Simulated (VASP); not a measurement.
# AlN (P6_3mc) in VASP: notebook

Runs on AlN. Level: PBE. Tasks: single point.

Program: VASP 6.6.1. These are calculated values, not measurements. Logs are shortened: lines on timing, memory, paths and dates and some standing lists are left out, and cuts for length are marked.

## Step 1: The cell of the first run

Symmetry: P6_3mc, No. 186, hexagonal system. Conventional cell: a = 3.193 Å, b = 3.193 Å, c = 5.619 Å, α = 90.00°, β = 90.00°, γ = 120.00°. Within 2.6 Å of Al (site symmetry 3m) lie 4 N at 1.96 to 2.14 Å. N (site symmetry 3m) has 4 Al at 1.96 to 2.14 Å within 2.6 Å.

## Step 2: Single point, PBE

Contents of INCAR:

```
SYSTEM = AlN
PREC = Accurate ; ENCUT = 520
EDIFF = 1E-6 ; ISMEAR = 0
SIGMA = 0.05 ; LREAL = .False.
LASPH = .True. ; NELM = 60
ALGO = Normal ; ISIF = 2
LWAVE = .False. ; LCHARG = .True.
GGA = PE ; LELF = .True.
LVHAR = .True. ; NBANDS = 16
```

Contents of KPOINTS:

```
regular mesh
0
Gamma
  9 9 6
  0 0 0
```

Contents of POSCAR:

```
AlN
1.0
    3.1925000000      0.0000000000      0.0000000000
   -1.5962500000      2.7647861016      0.0000000000
    0.0000000000      0.0000000000      5.6190000000
Al N
2 2
Direct
    0.3333333333      0.6666666667      0.0024415853
    0.6666666667      0.3333333333      0.5024415853
    0.3333333333      0.6666666667      0.3825584147
    0.6666666667      0.3333333333      0.8825584147
```

Potentials or basis: VASP PAW PBE potentials, release 64 (Al, N).

Command:

```bash
cat potpaw_PBE.64/Al/POTCAR potpaw_PBE.64/N/POTCAR > POTCAR
mpirun -np 1 vasp_std > vasp.out
```

OUTCAR:

```text
SYSTEM = AlN
   PREC = Accurate
   ENCUT = 520
   EDIFF = 1E-6
   ISMEAR = 0
   LREAL = .False.
   LASPH = .True.
   NELM = 60
   ISIF = 2
   GGA = PE

 ion  position               nearest neighbor table
   1  0.333  0.667  0.002-   4 1.96   4 1.96   4 1.96   3 2.14   2 3.36   2 3.36   2 3.36   2 3.36
                             2 3.36   2 3.36
   2  0.667  0.333  0.502-   3 1.96   3 1.96   3 1.96   4 2.14   1 3.36   1 3.36   1 3.36   1 3.36
                             1 3.36   1 3.36
   3  0.333  0.667  0.383-   2 1.96   2 1.96   2 1.96   1 2.14
   4  0.667  0.333  0.883-   1 1.96   1 1.96   1 1.96   2 2.14

  LATTYP: Found a hexagonal cell.
 ALAT       =     3.1925000000
 C/A-ratio  =     1.7600626468

  Lattice vectors:

 A1 = (   3.1925000000,   0.0000000000,   0.0000000000)
 A2 = (  -1.5962500000,   2.7647861016,   0.0000000000)
 A3 = (   0.0000000000,   0.0000000000,   5.6190000000)

Analysis of symmetry for initial positions (statically):
=====================================================================
 Subroutine PRICEL returns:
 Original cell was already a primitive cell.

 Routine SETGRP: Setting up the symmetry group for a
 hexagonal supercell.

 Subroutine GETGRP returns: Found 12 space group operations
 (whereof  6 operations were pure point group operations)
 out of a pool of 24 trial point group operations.

The static configuration has the point symmetry C_3v.
 The point group associated with its full space group is C_6v.

Analysis of symmetry for dynamics (positions and initial velocities):
=====================================================================
 Subroutine PRICEL returns:
 Original cell was already a primitive cell.

 Routine SETGRP: Setting up the symmetry group for a
 hexagonal supercell.

 Subroutine GETGRP returns: Found 12 space group operations
 (whereof  6 operations were pure point group operations)
 out of a pool of 24 trial point group operations.

The dynamic configuration has the point symmetry C_3v.
 The point group associated with its full space group is C_6v.

 Subroutine INISYM returns: Found 12 space group operations
 (whereof  6 operations are pure point group operations),
 and found     1 'primitive' translations

----------------------------------------------------------------------------------------

                                     Primitive cell

  volume of cell :      49.5966

  direct lattice vectors                    reciprocal lattice vectors
     3.192500000  0.000000000  0.000000000     0.313234143  0.180845817  0.000000000
    -1.596250000  2.764786102  0.000000000     0.000000000  0.361691633  0.000000000
     0.000000000  0.000000000  5.619000000     0.000000000  0.000000000  0.177967610

  length of vectors
     3.192500000  3.192500000  5.619000000     0.361691633  0.361691633  0.177967610

  position of ions in fractional coordinates (direct lattice)
     0.333333333  0.666666667  0.002441585
     0.666666667  0.333333333  0.502441585
     0.333333333  0.666666667  0.382558415
     0.666666667  0.333333333  0.882558415

  ion indices of the primitive-cell ions
   primitive index   ion index
                 1           1
                 2           2
                 3           3
                 4           4

----------------------------------------------------------------------------------------

 KPOINTS: regular mesh

Automatic generation of k-mesh.
 Grid dimensions read from file:
 generate k-points for:    9    9    6

 Generating k-lattice:

  Cartesian coordinates                     Fractional coordinates (reciprocal lattice)
     0.034803794  0.020093980  0.000000000     0.111111111  0.000000000  0.000000000
     0.000000000  0.040187959  0.000000000     0.000000000  0.111111111  0.000000000
     0.000000000  0.000000000  0.029661268     0.000000000  0.000000000  0.166666667

  Length of vectors
     0.040187959  0.040187959  0.029661268

  Shift w.r.t. Gamma in fractional coordinates (k-lattice)
     0.000000000  0.000000000  0.000000000

 Subroutine IBZKPT returns following result:
 ===========================================

 Found     48 irreducible k-points:

 Following reciprocal coordinates:
            Coordinates               Weight
  0.000000  0.000000  0.000000      1.000000
  0.111111 -0.000000  0.000000      6.000000
  0.222222  0.000000  0.000000      6.000000
  0.333333 -0.000000  0.000000      6.000000
  0.444444  0.000000  0.000000      6.000000
  0.111111  0.111111  0.000000      6.000000
[... 16 lines left out ...]
  0.333333  0.222222  0.166667     24.000000
  0.333333  0.333333  0.166667      4.000000
 [... further k-points ...]
   k-points           NKPTS =     48   k-points in BZ     NKDIM =     48   number of bands    NBANDS=     16
   number of dos      NEDOS =    301   number of ions     NIONS =      4
   total plane-waves  NPLWV =  24192
   dimension x,y,z NGX =    24 NGY =   24 NGZ =   42
   dimension x,y,z NGXF=    48 NGYF=   48 NGZF=   84
   ions per type =               2   2
   NGX,Y,Z   is equivalent  to a cutoff of  12.50, 12.50, 12.43 a.u.
   NGXF,Y,Z  is equivalent  to a cutoff of  25.00, 25.00, 24.85 a.u.
 SYSTEM =  AlN
   PREC   = accura    normal or accurate (medium, high low for compatibility)
   ISTART =      0    job   : 0-new  1-cont  2-samecut
   ICHARG =      2    charge: 1-file 2-atom 10-const
   ISPIN  =      1    spin polarized calculation?
   LNONCOLLINEAR =      F non collinear calculations
   LSORBIT =      F    spin-orbit coupling
   LASPH  =      T    aspherical Exc in radial PAW
   ENCUT  =  520.0 eV  38.22 Ry    6.18 a.u.   5.94  5.94 10.45*2*pi/ulx,y,z
   NELM   =     60;   NELMIN=  2; NELMDL= -5     # of ELM steps
   EDIFF  = 0.1E-05   stopping-criterion for ELM
   LREAL  =      F    real-space projection
   EDIFFG = 0.1E-04   stopping-criterion for IOM
   NSW    =      0    number of steps for IOM
   IBRION =     -1    ionic relax: 0-MD 1-quasi-New 2-CG
   NFREE  =      0    steps in history (QN), initial steepest desc. (CG)
   ISIF   =      2    stress and relaxation
   ISYM   =      2    0-nonsym 1-usesym 2-fastsym
   POTIM  = 0.5000    time-step for ionic-motion
   TEBEG  =    0.0;   TEEND  =   0.0 temperature during run
   PSTRESS=    0.0 pullay stress
   NELECT =      16.0000    total number of electrons
   NUPDOWN=      -1.0000    fix difference up-down
   EMIN   =  10.00;   EMAX   =-10.00  energy-range for DOS
   EFERMI =   0.00;   METHOD = LEGACY
   ISMEAR =     0;   SIGMA  =   0.05  broadening in eV -4-tet -1-fermi 0-gaus
   EFERMI_NEDOS =   21; number of points for ismear=-14 and -15
   IALGO  =     38    algorithm
   IMIX   =      4    mixing-type and parameters
     AMIX     =   0.40;   BMIX     =  1.00
     AMIX_MAG =   1.60;   BMIX_MAG =  1.00
  volume/ion in A,a.u.               =      12.40        83.67
  Fermi-wavevector in a.u.,A,eV,Ry     =   1.122788  2.121761 17.152216  1.260652
  Thomas-Fermi vector in A             =   2.259450
   LORBIT       =      0    0 simple, 1 ext, 2 COOP (PROOUT), +10 PAW based schemes
   GGA     = PE    functional components
   LHFCALC =     F    Hartree Fock is set to
   AEXX    =    0.0000 exact exchange contribution
   IVDW    =     0    specifies the selected vdW correction
   LEPSILON=     F    determine dielectric tensor
   LRPA    =     F    only Hartree local field effects (RPA)
 non-spin polarized calculation
 Gauss-broadening in eV      SIGMA  =   0.05
  energy-cutoff  :      520.00
  volume of cell :       49.60
 maximum number of plane-waves:      1368
 NGX is ok and might be reduce to    24
   NGX = 11   NGY = 11   NGZ = 21

 number of electron      16.0000004 magnetization

 Free energy of the ion-electron system (eV)
  ---------------------------------------------------
  ext. energy  EPLUGINS =         0.00000000
  ---------------------------------------------------
  free energy    TOTEN  =       -29.04960743 eV

  energy without entropy =      -29.04960743  energy(sigma->0) =      -29.04960743

 E-fermi :   4.7688     XC(G=0): -10.1850

 val. band max:        4.5358972103   @ k =   0.0000   0.0000   0.0000
 cond. band min:       7.1410291133   @ k =   0.0000   0.0000   0.0000
 fundamental gap:      2.6051319030
 Fermi energy:         4.7688033436

 k-point     1 :       0.0000    0.0000    0.0000
  band No.  band energies     occupation
      1      -9.6314      2.00000
      2      -8.2926      2.00000
      3      -0.8562      2.00000
      4       4.1416      2.00000
      5       4.1416      2.00000
      6       4.3073      2.00000
[... 8 lines left out ...]
     15      16.6262      0.00000
     16      16.6262      0.00000

 k-point     2 :       0.1111   -0.0000    0.0000
  band No.  band energies     occupation
      1      -9.4937      2.00000
      2      -8.2001      2.00000
      3      -0.6787      2.00000
      4       3.4449      2.00000
      5       3.7782      2.00000
      6       3.9753      2.00000
[... 8 lines left out ...]
     15      16.0421      0.00000
     16      16.7122      0.00000

 k-point     3 :       0.2222    0.0000    0.0000
  band No.  band energies     occupation
      1      -9.1074      2.00000
      2      -7.9591      2.00000
      3      -0.1682      2.00000
      4       1.9920      2.00000
      5       2.5255      2.00000
      6       3.6212      2.00000
[... 8 lines left out ...]
     15      15.8537      0.00000
     16      16.4105      0.00000

 k-point     4 :       0.3333   -0.0000    0.0000
  band No.  band energies     occupation
      1      -8.5669      2.00000
      2      -7.6893      2.00000
      3       0.4429      2.00000
      4       0.7863      2.00000
      5       1.3973      2.00000
      6       3.2821      2.00000
[... 8 lines left out ...]
     15      15.4972      0.00000
     16      17.1142      0.00000
[... 324 lines left out ...]
 k-point    22 :       0.2222    0.2222    0.1667
  band No.  band energies     occupation
      1      -8.2479      2.00000
      2      -7.6324      2.00000
      3       0.5328      2.00000
      4       0.6912      2.00000
      5       1.7662      2.00000
      6       2.3600      2.00000
[... 8 lines left out ...]
     15      15.5596      0.00000
     16      17.7460      0.00000

 k-point    23 :       0.3333    0.2222    0.1667
  band No.  band energies     occupation
      1      -7.8462      2.00000
      2      -7.5446      2.00000
      3       0.1928      2.00000
      4       0.6449      2.00000
      5       1.6199      2.00000
      6       2.3480      2.00000
[... 8 lines left out ...]
     15      16.3778      0.00000
     16      17.4021      0.00000

 k-point    24 :       0.3333    0.3333    0.1667
  band No.  band energies     occupation
      1      -7.6093      2.00000
      2      -7.6093      2.00000
      3       0.6760      2.00000
      4       0.7920      2.00000
      5       0.7920      2.00000
      6       2.0374      2.00000
[... 8 lines left out ...]
     15      16.8562      0.00000
     16      17.7504      0.00000

 [... further k-points ...]
[... 5 lines left out ...]
  --------------------------------------------------------------------------------------
  -------------------------------------------------------------------------------------
  Total       -4.1715802     -4.1715802    -10.4295572      0.0000000      0.0000000     -0.0000000
  in kB     -134.7595965   -134.7595965   -336.9185934      0.0000000      0.0000000     -0.0000000
  external PRESSURE =    -202.1459288 kB  Pullay stress =       0.0000000 kB

 VOLUME and BASIS-vectors are now :
 -----------------------------------------------------------------------------
  energy-cutoff  :      520.00
  volume of cell :       49.60
      direct lattice vectors                 reciprocal lattice vectors
     3.192500000  0.000000000  0.000000000     0.313234143  0.180845817  0.000000000
    -1.596250000  2.764786102  0.000000000     0.000000000  0.361691633  0.000000000
     0.000000000  0.000000000  5.619000000     0.000000000  0.000000000  0.177967610

 POSITION                                       TOTAL-FORCE (eV/Angst)
 -----------------------------------------------------------------------------------
     -0.00000      1.84319      0.01372        -0.000000      0.000000      0.000712
      1.59625      0.92160      2.82322         0.000000     -0.000000      0.000712
     -0.00000      1.84319      2.14960         0.000000     -0.000000     -0.000712
      1.59625      0.92160      4.95910        -0.000000      0.000000     -0.000712
 -----------------------------------------------------------------------------------
    total drift:                                0.000000      0.000000     -0.000467

  FREE ENERGIE OF THE ION-ELECTRON SYSTEM (eV)
  ---------------------------------------------------
  free  energy   TOTEN  =       -29.0496074261 eV

  energy  without entropy=      -29.0496074261  energy(sigma->0) =      -29.04960743
```

Wall time 22 s (1 thread of Intel Xeon Platinum 8259CL at 2.50GHz (Skylake/Cascade Lake), shared host); peak memory 0.17 GiB.

What came out:

```
Free energy            : -29.0496 eV
Pressure               : -20.2 GPa
Band gap on the k mesh : 2.61 eV, direct
```

## Step 3: Single point, PBE

This run uses another cell than the first one, of 12.64 Å³/atom, 1.020 times its volume.

INCAR: that of step 2 with these lines changed.

```diff
@@ -2,3 +2,3 @@
 PREC = Accurate ; ENCUT = 520
-EDIFF = 1E-6 ; ISMEAR = 0
+EDIFF = 1E-7 ; ISMEAR = 0
 SIGMA = 0.05 ; LREAL = .False.
```

KPOINTS is that of step 2.

Contents of POSCAR:

```
AlN
1.0
    3.2238000000      0.0000000000      0.0000000000
   -1.6119000000      2.7918926967      0.0000000000
    0.0000000000      0.0000000000      5.6190000000
Al N
2 2
Direct
    0.3333333333      0.6666666667      0.0017290859
    0.6666666667      0.3333333333      0.5017290859
    0.3333333333      0.6666666667      0.3832709141
    0.6666666667      0.3333333333      0.8832709141
```

Potentials or basis: VASP PAW PBE potentials, release 64 (Al, N).

Command:

```bash
cat potpaw_PBE.64/Al/POTCAR potpaw_PBE.64/N/POTCAR > POTCAR
mpirun -np 1 vasp_std > vasp.out
```

Wall time 22 s (1 thread of Intel Xeon Platinum 8259CL at 2.50GHz (Skylake/Cascade Lake), shared host); peak memory 0.17 GiB.

Results (log left out):

| Item | Value |
| --- | --- |
| Free energy | -28.9576 eV |
| Pressure | -22.3 GPa |
| Largest force | 0.008 eV/Å |
| Band gap on the k mesh | 2.53 eV, direct |

Forces in eV/Å, atoms in the order of the input:
```
Al   0.000  0.000  0.008
Al   0.000  0.000  0.008
N    0.000  0.000 -0.008
N    0.000  0.000 -0.008
```

Stress tensor (GPa, compression positive):
```
-16.78   0.00   0.00
  0.00 -16.78   0.00
  0.00   0.00 -33.33
```

Levels at points of the mesh, in eV from the valence-band top:
```
           k point  band 6  band 7  band 8  band 9  band 10  band 11
(0.00, 0.00, 0.00)   -0.14    0.00    0.00    2.53     5.87     8.79
(0.00, 0.00, 0.50)   -0.21   -0.21   -0.21    5.16     5.16     8.63
```

(Part 1 of 2 ends here.)
